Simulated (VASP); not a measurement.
Write the native input for VASP 6.6.1 that does the following.

```yaml
Task: single point
Functional: LDA
Potentials_or_basis: VASP PAW LDA potentials, release 64 (Ba_sv, Ti_sv, O)
Cutoff: 520 eV
k_mesh: 6 × 6 × 6
Occupations: fermi-dirac, width 0.02 eV
Spin: no spin polarisation
Dipole_correction: no
Further_INCAR_settings: ALGO = Normal; EDIFF = 1e-06; NBANDS = 28
```

The structure of BaTiO3 lies in POSCAR:

```
BaTiO3
1.0
    4.0060000000      0.0000000000      0.0000000000
    0.0000000000      4.0060000000      0.0000000000
    0.0000000000      0.0000000000      4.0060000000
Ba Ti O
1 1 3
Direct
    0.5000000000      0.5000000000      0.5000000000
    0.0000000000      0.0000000000      0.0000000000
    0.5000000000      0.0000000000      0.0000000000
    0.0000000000      0.5000000000      0.0000000000
    0.0000000000      0.0000000000      0.5000000000
```

One way to write it, as run:

INCAR

```
SYSTEM = BaTiO3
PREC = Accurate
ENCUT = 520
EDIFF = 1E-6
ISMEAR = -1
SIGMA = 0.02
LREAL = .FALSE.
LASPH = .TRUE.
NELM = 60
ALGO = Normal
ISIF = 2
LWAVE = .FALSE.
LCHARG = .FALSE.
NBANDS = 28
```

KPOINTS

```
Automatic mesh
0
G
  6 6 6
  0 0 0
```

Potentials or basis: VASP PAW LDA potentials, release 64 (Ba_sv, Ti_sv, O).

Run with:

```sh
$ cat potpaw_LDA.64/Ba_sv/POTCAR potpaw_LDA.64/Ti_sv/POTCAR potpaw_LDA.64/O/POTCAR > POTCAR
$ mpirun -np 1 vasp_std > vasp.out
```

It gave:

| Property | Result |
| --- | --- |
| Pressure | -7.3 GPa |
| Band gap on the k mesh | 1.65 eV (least direct gap 1.79 eV) |

Caveat: the cell stands under tension; spin-orbit coupling is left out, which moves the levels of the heavy elements.

Wall time 67 s on 1 thread of Intel Xeon 8259CL, with other jobs on the host, peak memory 0.17 GiB.
